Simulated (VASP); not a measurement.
Here is a VASP 6.6.1 calculation.

Contents of INCAR:

```
PREC     = Accurate       # precision mode
ENCUT    = 520            # plane-wave cutoff, eV
EDIFF    = 1E-8           # SCF threshold, eV
ISMEAR   = 0              # smearing method
SIGMA    = 0.01           # smearing width, eV
LREAL    = False          # projectors in reciprocal space
LASPH    = True           # aspherical terms in the spheres
NELM     = 80             # most SCF steps
ALGO     = Normal         # electronic algorithm
ISIF     = 2              # what is computed and relaxed
LWAVE    = False          # write WAVECAR
LCHARG   = False          # write CHGCAR
NBANDS   = 16             # bands
IBRION   = 8              # ionic algorithm
NSW      = 1              # ionic steps
LEPSILON = True           # dielectric tensor by DFPT
```

Contents of KPOINTS:

```
Automatic mesh
0
Gamma
  8 8 8
```

The input POSCAR:

```
GaAs
1.0
    0.0000000000      2.8060000000      2.8060000000
    2.8060000000      0.0000000000      2.8060000000
    2.8060000000      2.8060000000      0.0000000000
Ga As
1 1
Direct
    0.0000000000      0.0000000000      0.0000000000
    0.2500000000      0.2500000000      0.2500000000
```

Potentials or basis: VASP PAW LDA potentials, release 64 (Ga_d, As).

Run with:

```bash
$ cat potpaw_LDA.64/Ga_d/POTCAR potpaw_LDA.64/As/POTCAR > POTCAR
$ mpirun -np 1 vasp_std > vasp.out
```

Question: Estimate the electronic dielectric tensor (diagonal).

Answer: 31.80.

Question: What does it give for the Born charges (mean of the diagonal)?

Answer: Ga +2.23; As -2.23 e.

Question: Predict the highest phonon frequency at Γ, LO-TO splitting left out.

Answer: 270 cm⁻¹.

Born effective charge tensors (e):
atom 1, Ga
```
2.23 0.00 0.00
0.00 2.23 0.00
0.00 0.00 2.23
```
atom 2, As
```
-2.23  0.00  0.00
 0.00 -2.23  0.00
 0.00  0.00 -2.23
```
